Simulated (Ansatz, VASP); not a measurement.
# TiAl3: VASP beside Ansatz

```
CELL_PARAMETERS angstrom
2.78139 0.00000 0.00000
0.00000 4.67077 0.00000
0.00000 0.00000 4.89254
ATOMIC_POSITIONS crystal
Ti 0.00000 0.50000 0.16318
Al 0.50000 0.50000 0.66406
Al 0.50000 0.00000 0.33308
Al 0.00000 0.00000 0.83967
```

Alike in both runs: task single point; functional PBEsol; k mesh 22 × 14 × 14; occupations gaussian, width 0.1 eV; no spin polarisation.

|  | VASP | Ansatz |
| --- | --- | --- |
| version | VASP 6.6.1 | Ansatz 0.2.0 |
| potentials or method | VASP PAW PBE potentials, release 64 (Ti_sv, Al), cutoff 520 eV | scalar-relativistic, plane waves, PAW |
| valence electrons in the cell | 21 | 21 |

Ansatz gave:

```
gap on the k mesh at the Fermi level (eV)                     : none
pressure (GPa)                                                : 0.0
traceless stress, the component that is largest in VASP (GPa) : -0.09
```

Question: Estimate VASP's values.

Answer: gap on the k mesh at the Fermi level (eV): none; pressure (GPa): 0.1; traceless stress, the component that is largest in VASP (GPa): -0.10.

VASP's potentials were made for PBE, not for PBEsol, and Ansatz warns of the same on its side. A gap of «none» marks a metal or a gap that the smearing closes. With one functional, cell and mesh, what is left measures potentials, basis and numerics.
